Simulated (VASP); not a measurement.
Here is a VASP 6.6.1 calculation.

The input INCAR:

```
  PREC = Accurate
  ENCUT = 520
  EDIFF = 1E-7
  ISMEAR = 0
  SIGMA = 0.05
  LREAL = False
  LASPH = True
  NELM = 150
  ALGO = Fast
  ISIF = 2
  LWAVE = False
  LCHARG = True
  ISPIN = 2
  MAGMOM = 6 0
  LORBIT = 11
  LMAXMIX = 6
  GGA = PE
  LELF = True
  LVHAR = True
  NBANDS = 27
```

The input KPOINTS:

```
Automatic mesh
0
Gamma
  8 8 8
```

The input POSCAR:

```
EuBi
1.0
    0.0000000000      3.4700829639      3.4700829639
    3.4700829639      0.0000000000      3.4700829639
    3.4700829639      3.4700829639      0.0000000000
Eu Bi
1 1
Direct
    0.0000000000      0.0000000000      0.0000000000
    0.2500000000      0.2500000000      0.2500000000
```

Potentials or basis: VASP PAW PBE potentials, release 64 (Eu, Bi_d).

Run with:

```sh
$ cat potpaw_PBE.64/Eu/POTCAR potpaw_PBE.64/Bi_d/POTCAR > POTCAR
$ mpirun -np 1 vasp_std > vasp.out
```

Problem. Estimate the site moments.

Solution. Eu +6.36; Bi -0.29 μB.

Problem. What does it give for the pressure?

Solution. 5.8 GPa.

 The state reached can hang on the start; a lower one may exist.
